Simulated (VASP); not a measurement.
Here is a VASP 6.6.1 calculation.

INCAR

```
SYSTEM = SiC
PREC     = Accurate       ! precision mode
ENCUT    = 520            ! plane-wave cutoff, eV
EDIFF    = 1E-6           ! SCF threshold, eV
ISMEAR   = -1             ! smearing method
SIGMA    = 0.02           ! smearing width, eV
LREAL    = .FALSE.        ! projectors in reciprocal space
LASPH    = .TRUE.         ! aspherical terms in the spheres
NELM     = 100            ! most SCF steps
ALGO     = Normal         ! electronic algorithm
ISIF     = 2              ! what is computed and relaxed
LWAVE    = .FALSE.        ! write WAVECAR
LCHARG   = .FALSE.        ! write CHGCAR
GGA      = PE             ! functional
NBANDS   = 16             ! bands
```

KPOINTS

```
regular mesh
0
G
  12 12 6
  0 0 0
```

POSCAR

```
SiC
1.0
    3.0753562392      0.0000000000      0.0000000000
   -1.5376781196      2.6633366288      0.0000000000
    0.0000000000      0.0000000000      5.1490702528
Si C
2 2
Direct
    0.3333333333      0.6666666667      0.0003593547
    0.6666666667      0.3333333333      0.5003593547
    0.3333333333      0.6666666667      0.3746406453
    0.6666666667      0.3333333333      0.8746406453
```

Potentials or basis: VASP PAW PBE potentials, release 64 (Si, C).

Command:

```sh
$ cat potpaw_PBE.64/Si/POTCAR potpaw_PBE.64/C/POTCAR > POTCAR
$ mpirun -np 1 vasp_std > vasp.out
```

**Question.** Estimate the pressure.

**Answer.** -0.8 GPa.

**Question.** What does it give for the band gap on the k mesh?

**Answer.** 2.18 eV, indirect (least direct gap 4.09 eV).

**Question.** Predict the largest force.

**Answer.** 0.024 eV/Å.

Stress tensor (GPa, compression positive):
```
 2.53  0.00  0.00
 0.00  2.53  0.00
 0.00  0.00 -7.32
```

Caveat: the cell differs from its parent crystal (uniaxial z strain +2.0%). A k mesh can miss the band edges.
